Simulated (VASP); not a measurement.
A run of VASP 6.6.1:

INCAR

```
ALGO = Normal
EDIFF = 1E-6
ENCUT = 520
GGA = CA
ISIF = 2
ISMEAR = 0
LASPH = True
LCHARG = False
LREAL = False
LWAVE = False
NBANDS = 26
NELM = 100
PREC = Accurate
SIGMA = 0.01
```

Contents of KPOINTS:

```
k-points
0
Gamma
  12 12 4
```

Contents of POSCAR:

```
ZnS
1.0
    3.8054275129      0.0000000000      0.0000000000
   -1.9027137565      3.2955968985      0.0000000000
    0.0000000000      0.0000000000      6.2440175566
Zn S
2 2
Direct
    0.3333333333      0.6666666667      0.0053397759
    0.6666666667      0.3333333333      0.5053397759
    0.3333333333      0.6666666667      0.3796602241
    0.6666666667      0.3333333333      0.8796602241
```

Potentials or basis: VASP PAW LDA potentials, release 64 (Zn, S).

Run with:

```console
$ cat potpaw_LDA.64/Zn/POTCAR potpaw_LDA.64/S/POTCAR > POTCAR
$ mpirun -np 1 vasp_std > vasp.out
```

Hardware: 1 thread of Intel(R) Xeon(R) Platinum 8488C (Sapphire Rapids) (shared host).

Question: How long does it take, and how much memory?

Answer: It took 86 s on 1 thread of Intel(R) Xeon(R) Platinum 8488C (Sapphire Rapids), on a shared host, peak memory 0.22 GiB. Counts: scf iterations 12, k points 57.
